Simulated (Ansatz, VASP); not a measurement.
PbF2 in VASP and in Ansatz

Contents of INCAR:

```
  PREC = Accurate
  ENCUT = 600
  EDIFF = 1E-6
  ISMEAR = -1
  SIGMA = 0.05
  LREAL = F
  LASPH = T
  NELM = 120
  ALGO = Normal
  ISIF = 2
  LWAVE = F
  LCHARG = F
  GGA = CA
  NBANDS = 21
  GGA_COMPAT = F
```

Contents of KPOINTS:

```
regular mesh
0
Gamma
  8 8 8
```

POSCAR

```
PbF2
1.0
    0.0000000000      2.9236056305      2.9236056305
    2.9236056305      0.0000000000      2.9236056305
    2.9236056305      2.9236056305      0.0000000000
Pb F
1 2
Direct
    0.0000000000      0.0000000000      0.0000000000
    0.7500000000      0.7500000000      0.7500000000
    0.2500000000      0.2500000000      0.2500000000
```

input.yaml

```yaml
crystal:
  lattice:
    - [0.0, 2.9236056305, 2.9236056305]
    - [2.9236056305, 0.0, 2.9236056305]
    - [2.9236056305, 2.9236056305, 0.0]
  atoms:
    - { symbol: Pb, position: [0.0, 0.0, 0.0] }
    - { symbol: F, position: [0.75, 0.75, 0.75] }
    - { symbol: F, position: [0.25, 0.25, 0.25] }
hamiltonian:
  xc: lda
  pseudopotentials: { kind: paw }
kpoints:
  mp_grid: { grid: [8, 8, 8] }
scf:
  occupations: { method: fermi_dirac, width: 0.05 }
output:
  forces: true
  stress: true
  eigenvalues: true
  write_density: true
  write_potential: true
  elf: true
  volumetric_format: npy
```

Alike in both runs: task single point; functional LDA; k mesh 8 × 8 × 8; occupations fermi-dirac, width 0.05 eV; no spin polarisation.

```csv
,VASP,Ansatz
version,VASP 6.6.1,Ansatz 0.2.0
potentials or method,"VASP PAW LDA potentials, release 64 (Pb_d, F)",Ansatz PAW
plane-wave cutoff (eV),600,420
valence electrons in the cell,28,28
```

|  | VASP | Ansatz | Ansatz less VASP |
| --- | --- | --- | --- |
| gap on the k mesh at the Fermi level (eV) | 4.21 | 4.25 | +0.044 |
| least direct gap on the mesh (eV) | 4.37 | 4.42 | +0.043 |
| pressure (GPa) | -1.6 | -1.6 | +0.05 |

LDA's correlation is that of Perdew and Zunger in VASP and of Perdew and Wang (1992) in Ansatz.

Neither program's run includes spin-orbit coupling.
